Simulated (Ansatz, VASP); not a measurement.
## One calculation of Mg, two programs

The input INCAR:

```
PREC = Accurate
ENCUT = 520
EDIFF = 1E-6
ISMEAR = -1
SIGMA = 0.1
LREAL = F
LASPH = T
NELM = 80
ALGO = Normal
ISIF = 2
LWAVE = F
LCHARG = F
GGA = RP
NBANDS = 7
```

File KPOINTS:

```
regular mesh
0
Gamma
  12 12 12
```

The input POSCAR:

```
Mg
1.0
    3.1337268100      0.0000000000      0.0000000000
    0.0000000000      3.1337268100      0.0000000000
    0.0000000000      0.0000000000      3.1337268100
Mg
1
Direct
    0.0000000000      0.0000000000      0.0000000000
```

Input for Ansatz:

```yaml
crystal:
  lattice:
    - [3.13372681, 0.0, 0.0]
    - [0.0, 3.13372681, 0.0]
    - [0.0, 0.0, 3.13372681]
  atoms:
    - { symbol: Mg, position: [0.0, 0.0, 0.0] }
hamiltonian:
  xc: rpbe
  pseudopotentials:
    kind: paw
    azcp:
      Mg: "pseudopotentials/Mg.paw.azcp"
basis:
  ecutwfc: 420
  fft_grid_basis: typed
kpoints:
  mp_grid: { grid: [12, 12, 12], shift: [0, 0, 0] }
magnetization:
  spin_polarized: false
scf:
  occupations: { method: fermi_dirac, width: 0.1 }
  lower_state_search: "off"
output:
  stress: true
```

Alike in both runs: task single point; functional RPBE; k mesh 12 × 12 × 12; occupations fermi-dirac, width 0.1 eV; no spin polarisation.

|  | VASP | Ansatz |
| --- | --- | --- |
| version | VASP 6.6.1 | Ansatz 0.2.0 |
| potentials or method | VASP PAW PBE potentials, release 64 (Mg), cutoff 520 eV | plane waves (420 eV) with PAW, scalar-relativistic |
| valence electrons in the cell | 2 | 10 |

|  | VASP | Ansatz | Ansatz less VASP |
| --- | --- | --- | --- |
| pressure (GPa) | -1.5 | -1.4 | +0.09 |

VASP's potentials were made for PBE, not for RPBE. With one functional, cell and mesh, what is left measures potentials, basis and numerics. VASP's potentials hold 2 valence electrons a cell and Ansatz's 10, so a difference there can come from the potentials and not from the codes.
